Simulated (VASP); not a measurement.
# LiGa3 (Pm-3m) in VASP: notebook

The runs below take LiGa3 through single point, with LDA.

Program: VASP 6.6.1. These are calculated values, not measurements. Logs are shortened: lines on timing, memory, paths and dates and some standing lists are left out, and cuts for length are marked.

**1. The cell of the first run**

The structure is cubic, space group Pm-3m (No. 221). Conventional cell: a = 3.622 Å, b = 3.622 Å, c = 3.622 Å, α = 90.00°, β = 90.00°, γ = 90.00°. Li (site symmetry m-3m) has 12 Ga at 2.56 Å within 3.4 Å. Within 3.4 Å of Ga (site symmetry 4/mmm) lie 4 Li at 2.56 Å and 8 Ga at 2.56 Å.

**2. Single point, LDA (strain -0.080 along x and y, -0.080 along z)**

File INCAR:

```
  PREC = Accurate
  ENCUT = 520
  EDIFF = 1E-6
  ISMEAR = 0
  SIGMA = 0.15
  LREAL = F
  LASPH = T
  NELM = 100
  ALGO = Normal
  ISIF = 2
  LWAVE = F
  LCHARG = F
  NBANDS = 29
```

File KPOINTS:

```
Automatic mesh
0
Gamma
  12 12 12
```

File POSCAR:

```
LiGa3
1.0
    3.6215843898      0.0000000000      0.0000000000
    0.0000000000      3.6215843898      0.0000000000
    0.0000000000      0.0000000000      3.6215843898
Li Ga
1 3
Direct
    0.0000000000      0.0000000000      0.0000000000
    0.5000000000      0.0000000000      0.5000000000
    0.0000000000      0.5000000000      0.5000000000
    0.5000000000      0.5000000000      0.0000000000
```

Potentials or basis: VASP PAW LDA potentials, release 64 (Li_sv, Ga_d).

On the command line:

```
$ cat potpaw_LDA.64/Li_sv/POTCAR potpaw_LDA.64/Ga_d/POTCAR > POTCAR
$ mpirun -np 1 vasp_std > vasp.out
```

OUTCAR:

```text
PREC = Accurate
   ENCUT = 520
   EDIFF = 1E-6
   ISMEAR = 0
   LREAL = F
   LASPH = T
   NELM = 100
   ISIF = 2

 ion  position               nearest neighbor table
   1  0.000  0.000  0.000-   2 2.56   3 2.56   4 2.56   2 2.56   3 2.56   3 2.56   4 2.56   3 2.56
                             2 2.56   4 2.56   2 2.56   4 2.56
   2  0.500  0.000  0.500-   1 2.56   3 2.56   4 2.56   1 2.56   4 2.56   3 2.56   4 2.56   4 2.56
                             1 2.56   3 2.56   1 2.56   3 2.56
   3  0.000  0.500  0.500-   1 2.56   2 2.56   4 2.56   1 2.56   4 2.56   1 2.56   2 2.56   1 2.56
                             2 2.56   4 2.56   4 2.56   2 2.56
   4  0.500  0.500  0.000-   1 2.56   2 2.56   3 2.56   2 2.56   3 2.56   1 2.56   2 2.56   2 2.56
                             1 2.56   3 2.56   3 2.56   1 2.56

  LATTYP: Found a simple cubic cell.
 ALAT       =     3.6215843898

  Lattice vectors:

 A1 = (   3.6215843898,   0.0000000000,   0.0000000000)
 A2 = (   0.0000000000,   3.6215843898,   0.0000000000)
 A3 = (   0.0000000000,   0.0000000000,   3.6215843898)

Analysis of symmetry for initial positions (statically):
=====================================================================
 Subroutine PRICEL returns:
 Original cell was already a primitive cell.

 Routine SETGRP: Setting up the symmetry group for a
 simple cubic supercell.

 Subroutine GETGRP returns: Found 48 space group operations
 (whereof 48 operations were pure point group operations)
 out of a pool of 48 trial point group operations.

The static configuration has the point symmetry O_h .

Analysis of symmetry for dynamics (positions and initial velocities):
=====================================================================
 Subroutine PRICEL returns:
 Original cell was already a primitive cell.

 Routine SETGRP: Setting up the symmetry group for a
 simple cubic supercell.

 Subroutine GETGRP returns: Found 48 space group operations
 (whereof 48 operations were pure point group operations)
 out of a pool of 48 trial point group operations.

The dynamic configuration has the point symmetry O_h .

 Subroutine INISYM returns: Found 48 space group operations
 (whereof 48 operations are pure point group operations),
 and found     1 'primitive' translations

----------------------------------------------------------------------------------------

                                     Primitive cell

  volume of cell :      47.5002

  direct lattice vectors                    reciprocal lattice vectors
     3.621584390  0.000000000  0.000000000     0.276122242  0.000000000  0.000000000
     0.000000000  3.621584390  0.000000000     0.000000000  0.276122242  0.000000000
     0.000000000  0.000000000  3.621584390     0.000000000  0.000000000  0.276122242

  length of vectors
     3.621584390  3.621584390  3.621584390     0.276122242  0.276122242  0.276122242

  position of ions in fractional coordinates (direct lattice)
     0.000000000  0.000000000  0.000000000
     0.500000000  0.000000000  0.500000000
     0.000000000  0.500000000  0.500000000
     0.500000000  0.500000000  0.000000000

  ion indices of the primitive-cell ions
   primitive index   ion index
                 1           1
                 2           2
                 3           3
                 4           4

----------------------------------------------------------------------------------------

 KPOINTS: Automatic mesh

Automatic generation of k-mesh.
 Grid dimensions read from file:
 generate k-points for:   12   12   12

 Generating k-lattice:

  Cartesian coordinates                     Fractional coordinates (reciprocal lattice)
     0.023010187  0.000000000  0.000000000     0.083333333  0.000000000  0.000000000
     0.000000000  0.023010187  0.000000000     0.000000000  0.083333333  0.000000000
     0.000000000  0.000000000  0.023010187     0.000000000  0.000000000  0.083333333

  Length of vectors
     0.023010187  0.023010187  0.023010187

  Shift w.r.t. Gamma in fractional coordinates (k-lattice)
     0.000000000  0.000000000  0.000000000

 Subroutine IBZKPT returns following result:
 ===========================================

 Found     84 irreducible k-points:

 Following reciprocal coordinates:
            Coordinates               Weight
  0.000000  0.000000  0.000000      1.000000
  0.083333  0.000000  0.000000      6.000000
  0.166667  0.000000  0.000000      6.000000
  0.250000  0.000000  0.000000      6.000000
  0.333333  0.000000  0.000000      6.000000
  0.416667  0.000000  0.000000      6.000000
[... 16 lines left out ...]
  0.333333  0.333333  0.000000     12.000000
  0.416667  0.333333  0.000000     24.000000
 [... further k-points ...]
   k-points           NKPTS =     84   k-points in BZ     NKDIM =     84   number of bands    NBANDS=     29
   number of dos      NEDOS =    301   number of ions     NIONS =      4
   total plane-waves  NPLWV =  21952
   dimension x,y,z NGX =    28 NGY =   28 NGZ =   28
   dimension x,y,z NGXF=    56 NGYF=   56 NGZF=   56
   ions per type =               1   3
   NGX,Y,Z   is equivalent  to a cutoff of  12.85, 12.85, 12.85 a.u.
   NGXF,Y,Z  is equivalent  to a cutoff of  25.71, 25.71, 25.71 a.u.
 SYSTEM =  unknown system
   PREC   = accura    normal or accurate (medium, high low for compatibility)
   ISTART =      0    job   : 0-new  1-cont  2-samecut
   ICHARG =      2    charge: 1-file 2-atom 10-const
   ISPIN  =      1    spin polarized calculation?
   LNONCOLLINEAR =      F non collinear calculations
   LSORBIT =      F    spin-orbit coupling
   LASPH  =      T    aspherical Exc in radial PAW
   ENCUT  =  520.0 eV  38.22 Ry    6.18 a.u.   6.73  6.73  6.73*2*pi/ulx,y,z
   NELM   =    100;   NELMIN=  2; NELMDL= -5     # of ELM steps
   EDIFF  = 0.1E-05   stopping-criterion for ELM
   LREAL  =      F    real-space projection
   EDIFFG = 0.1E-04   stopping-criterion for IOM
   NSW    =      0    number of steps for IOM
   IBRION =     -1    ionic relax: 0-MD 1-quasi-New 2-CG
   NFREE  =      0    steps in history (QN), initial steepest desc. (CG)
   ISIF   =      2    stress and relaxation
   ISYM   =      2    0-nonsym 1-usesym 2-fastsym
   POTIM  = 0.5000    time-step for ionic-motion
   TEBEG  =    0.0;   TEEND  =   0.0 temperature during run
   PSTRESS=    0.0 pullay stress
   NELECT =      42.0000    total number of electrons
   NUPDOWN=      -1.0000    fix difference up-down
   EMIN   =  10.00;   EMAX   =-10.00  energy-range for DOS
   EFERMI =   0.00;   METHOD = LEGACY
   ISMEAR =     0;   SIGMA  =   0.15  broadening in eV -4-tet -1-fermi 0-gaus
   EFERMI_NEDOS =   21; number of points for ismear=-14 and -15
   IALGO  =     38    algorithm
   IMIX   =      4    mixing-type and parameters
     AMIX     =   0.40;   BMIX     =  1.00
     AMIX_MAG =   1.60;   BMIX_MAG =  1.00
  volume/ion in A,a.u.               =      11.88        80.14
  Fermi-wavevector in a.u.,A,eV,Ry     =   1.571301  2.969328 33.592595  2.468986
  Thomas-Fermi vector in A             =   2.672905
   LORBIT       =      0    0 simple, 1 ext, 2 COOP (PROOUT), +10 PAW based schemes
   GGA     = CA    functional components
   LHFCALC =     F    Hartree Fock is set to
   AEXX    =    0.0000 exact exchange contribution
   IVDW    =     0    specifies the selected vdW correction
   LEPSILON=     F    determine dielectric tensor
   LRPA    =     F    only Hartree local field effects (RPA)
 non-spin polarized calculation
 Gauss-broadening in eV      SIGMA  =   0.15
  energy-cutoff  :      520.00
  volume of cell :       47.50
 maximum number of plane-waves:      1328
 NGX is ok and might be reduce to    28
   NGX = 13   NGY = 13   NGZ = 13

 number of electron      41.9999962 magnetization

 Free energy of the ion-electron system (eV)
  ---------------------------------------------------
  ext. energy  EPLUGINS =         0.00000000
  ---------------------------------------------------
  free energy    TOTEN  =       -12.75774450 eV

  energy without entropy =      -12.74465048  energy(sigma->0) =      -12.75119749

 E-fermi :   8.7419     XC(G=0): -12.7181

 val. band max:        8.7239935690   @ k =   0.3333   0.1667   0.0000
 cond. band min:       8.7572448058   @ k =   0.2500   0.2500   0.0833
 fundamental gap:      0.0332512368
 Fermi energy:         8.7419436015

 k-point     1 :       0.0000    0.0000    0.0000
  band No.  band energies     occupation
      1     -36.9600      2.00000
      2      -7.5671      2.00000
      3      -7.4157      2.00000
      4      -7.4157      2.00000
      5      -7.4157      2.00000
      6      -7.1844      2.00000
[... 21 lines left out ...]
     28      16.7948      0.00000
     29      16.7948      0.00000

 k-point     2 :       0.0833    0.0000    0.0000
  band No.  band energies     occupation
      1     -36.9598      2.00000
      2      -7.5509      2.00000
      3      -7.4119      2.00000
      4      -7.4024      2.00000
      5      -7.4024      2.00000
      6      -7.1811      2.00000
[... 21 lines left out ...]
     28      16.6671      0.00000
     29      16.6671      0.00000

 k-point     3 :       0.1667    0.0000    0.0000
  band No.  band energies     occupation
      1     -36.9594      2.00000
      2      -7.5050      2.00000
      3      -7.4013      2.00000
      4      -7.3630      2.00000
      5      -7.3630      2.00000
      6      -7.1721      2.00000
[... 21 lines left out ...]
     28      16.8773      0.00000
     29      16.8773      0.00000

 k-point     4 :       0.2500    0.0000    0.0000
  band No.  band energies     occupation
      1     -36.9590      2.00000
      2      -7.4370      2.00000
      3      -7.3863      2.00000
      4      -7.2992      2.00000
      5      -7.2992      2.00000
      6      -7.1598      2.00000
[... 21 lines left out ...]
     28      17.3151      0.00000
     29      17.3151      0.00000

 k-point     5 :       0.3333    0.0000    0.0000
  band No.  band energies     occupation
      1     -36.9585      2.00000
      2      -7.3704      2.00000
      3      -7.3605      2.00000
      4      -7.2144      2.00000
      5      -7.2144      2.00000
      6      -7.1447      2.00000
[... 21 lines left out ...]
     28      17.9285      0.00000
     29      17.9285      0.00000
[... 510 lines left out ...]
     28      17.1039      0.00000
     29      17.4200      0.00000

 k-point    22 :       0.5000    0.2500    0.0000
  band No.  band energies     occupation
      1     -36.9573      2.00000
      2      -7.2614      2.00000
      3      -7.1974      2.00000
      4      -7.1200      2.00000
      5      -7.0457      2.00000
      6      -7.0436      2.00000
[... 21 lines left out ...]
     28      16.4558      0.00000
     29      16.9269      0.00000

 k-point    23 :       0.3333    0.3333    0.0000
  band No.  band energies     occupation
      1     -36.9573      2.00000
      2      -7.2596      2.00000
      3      -7.2476      2.00000
      4      -7.1083      2.00000
      5      -7.1020      2.00000
      6      -7.0696      2.00000
[... 21 lines left out ...]
     28      17.0203      0.00000
     29      17.7021      0.00000

 k-point    24 :       0.4167    0.3333    0.0000
  band No.  band energies     occupation
      1     -36.9570      2.00000
      2      -7.2170      2.00000
      3      -7.2142      2.00000
      4      -7.1074      2.00000
      5      -7.0468      2.00000
      6      -7.0431      2.00000
[... 21 lines left out ...]
     28      17.6816      0.00000
     29      18.4693      0.00000

 [... further k-points ...]
[... 5 lines left out ...]
  --------------------------------------------------------------------------------------
  -------------------------------------------------------------------------------------
  Total        8.4262063      8.4262063      8.4262063      0.0000000     -0.0000000      0.0000000
  in kB      284.2149010    284.2149010    284.2149010      0.0000000     -0.0000000      0.0000000
  external PRESSURE =     284.2149010 kB  Pullay stress =       0.0000000 kB

 VOLUME and BASIS-vectors are now :
 -----------------------------------------------------------------------------
  energy-cutoff  :      520.00
  volume of cell :       47.50
      direct lattice vectors                 reciprocal lattice vectors
     3.621584390  0.000000000  0.000000000     0.276122242  0.000000000  0.000000000
     0.000000000  3.621584390  0.000000000     0.000000000  0.276122242  0.000000000
     0.000000000  0.000000000  3.621584390     0.000000000  0.000000000  0.276122242

 POSITION                                       TOTAL-FORCE (eV/Angst)
 -----------------------------------------------------------------------------------
      0.00000      0.00000      0.00000         0.000000      0.000000      0.000000
      1.81079      0.00000      1.81079         0.000000      0.000000      0.000000
      0.00000      1.81079      1.81079         0.000000      0.000000      0.000000
      1.81079      1.81079      0.00000         0.000000      0.000000      0.000000
 -----------------------------------------------------------------------------------
    total drift:                                0.000000      0.000000      0.000000

  FREE ENERGIE OF THE ION-ELECTRON SYSTEM (eV)
  ---------------------------------------------------
  free  energy   TOTEN  =       -12.7577444969 eV

  energy  without entropy=      -12.7446504785  energy(sigma->0) =      -12.75119749
```

It took 91 s on 1 thread of AMD EPYC 7R13 (Zen 3), shared host; peak memory 0.17 GiB.

What came out:

| Item | Value |
| --- | --- |
| Free energy | -12.7577 eV |
| Band gap on the k mesh | zero (band 21 reaches 11.47 eV, above the bottom of band 22 at 3.78 eV) |

Levels at points of the mesh, in eV from the Fermi level:
| k point | band 18 | band 19 | band 20 | band 21 | band 22 | band 23 | band 24 | band 25 |
| --- | --- | --- | --- | --- | --- | --- | --- | --- |
| (0.00, 0.00, 0.00) | -3.21 | -3.21 | -3.21 | -1.02 | -1.02 | 3.54 | 7.39 | 7.39 |
| (0.50, 0.00, 0.00) | -9.63 | -0.51 | -0.51 | 0.98 | 0.98 | 1.04 | 1.88 | 2.37 |
| (0.50, 0.50, 0.00) | -7.95 | -7.95 | -5.02 | 2.73 | 2.96 | 2.96 | 3.80 | 4.68 |
| (0.50, 0.50, 0.50) | -5.08 | -5.08 | -5.08 | -4.96 | -4.96 | -4.96 | 2.93 | 14.65 |

Caveat: the cell differs from its parent crystal (strain -0.080 along x and y, -0.080 along z); the cutoff is under 1.25 times the usual one of these potentials, so pressure, stress and relaxed cells hold a basis-set (Pulay) error.

**3. Single point, LDA (strain -0.040 along x and y, -0.040 along z)**

File INCAR:

```
SYSTEM = LiGa3
PREC = Accurate
ENCUT = 520
EDIFF = 1E-6
ISMEAR = 0
SIGMA = 0.15
LREAL = .FALSE.
LASPH = .TRUE.
NELM = 100
ALGO = Normal
ISIF = 2
LWAVE = .FALSE.
LCHARG = .FALSE.
GGA = CA
NBANDS = 29
```

File KPOINTS:

```
Automatic mesh
0
G
  12 12 12
  0 0 0
```

File POSCAR:

```
LiGa3
1.0
    3.7790445806      0.0000000000      0.0000000000
    0.0000000000      3.7790445806      0.0000000000
    0.0000000000      0.0000000000      3.7790445806
Li Ga
1 3
Direct
    0.0000000000      0.0000000000      0.0000000000
    0.5000000000      0.0000000000      0.5000000000
    0.0000000000      0.5000000000      0.5000000000
    0.5000000000      0.5000000000      0.0000000000
```

Potentials or basis: VASP PAW LDA potentials, release 64 (Li_sv, Ga_d).

On the command line:

```
$ cat potpaw_LDA.64/Li_sv/POTCAR potpaw_LDA.64/Ga_d/POTCAR > POTCAR
$ mpirun -np 1 vasp_std > vasp.out
```

It took 100 s on 1 thread of AMD EPYC 7R13 (Zen 3), shared host; peak memory 0.18 GiB.

It converged, with:

| Property | Result |
| --- | --- |
| Free energy | -13.4955 eV |
| Band gap on the k mesh | zero (band 21 reaches 9.79 eV, above the bottom of band 22 at 2.98 eV) |

Levels at points of the mesh, in eV from the Fermi level:
```tsv
k point	band 17	band 18	band 19	band 20	band 21	band 22	band 23	band 24	band 25	band 26
(0.00, 0.00, 0.00)	-12.35	-2.72	-2.72	-2.72	-1.36	-1.36	3.40	6.72	6.72	6.72
(0.50, 0.00, 0.00)	-10.53	-8.83	-0.35	-0.35	0.25	1.06	1.06	1.91	2.40	4.99
(0.50, 0.50, 0.00)	-8.19	-7.38	-7.38	-4.43	2.55	2.80	2.80	3.24	4.13	4.13
(0.50, 0.50, 0.50)	-5.60	-5.03	-5.03	-5.03	-4.27	-4.27	-4.27	2.71	13.14	13.14
```

Caveat: the cell differs from its parent crystal (strain -0.040 along x and y, -0.040 along z); the cutoff is under 1.25 times the usual one of these potentials, so pressure, stress and relaxed cells hold a basis-set (Pulay) error.
